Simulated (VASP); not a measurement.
BN:

```
CELL_PARAMETERS angstrom
2.54395 0.00000 0.00000
-1.27198 2.20313 0.00000
0.00000 0.00000 4.35467
ATOMIC_POSITIONS crystal
B 0.33333 0.66667 0.99929
B 0.66667 0.33333 0.49929
N 0.33333 0.66667 0.37571
N 0.66667 0.33333 0.87571
```

This cell differs from its parent crystal: uniaxial z strain +3.5%.

Program: VASP 6.6.1. Alike in all runs: task single point; no spin polarisation; cell as given. Hardware: 1 thread of Intel(R) Xeon(R) 6975P-C (Granite Rapids), with other jobs on the host.

**Question.** Order these runs on this cell by their wall time, lowest first.
A. level r2SCAN; potentials or basis VASP PAW PBE potentials, release 64 (B, N); k mesh 12 × 12 × 6; cutoff (eV) 520; smearing gaussian 0.01 eV
B. level HSE06; potentials or basis VASP PAW PBE potentials, release 64 (B, N); k mesh 9 × 9 × 4; cutoff (eV) 520; smearing gaussian 0.01 eV; grid for exact exchange (PRECFOCK) Normal; screening parameter 0.2079 1/Å
C. level PBE; potentials or basis VASP PAW PBE potentials, release 64 (B, N); k mesh 12 × 12 × 6; cutoff (eV) 520; smearing fermi-dirac 0.02 eV
D. level r2SCAN; potentials or basis VASP PAW PBE potentials, release 64 (B_h, N_h); k mesh 12 × 12 × 6; cutoff (eV) 910; smearing gaussian 0.01 eV; second run hard_potentials

**Answer.** C (10 s), A (39 s), D (110 s), B (1400 s).
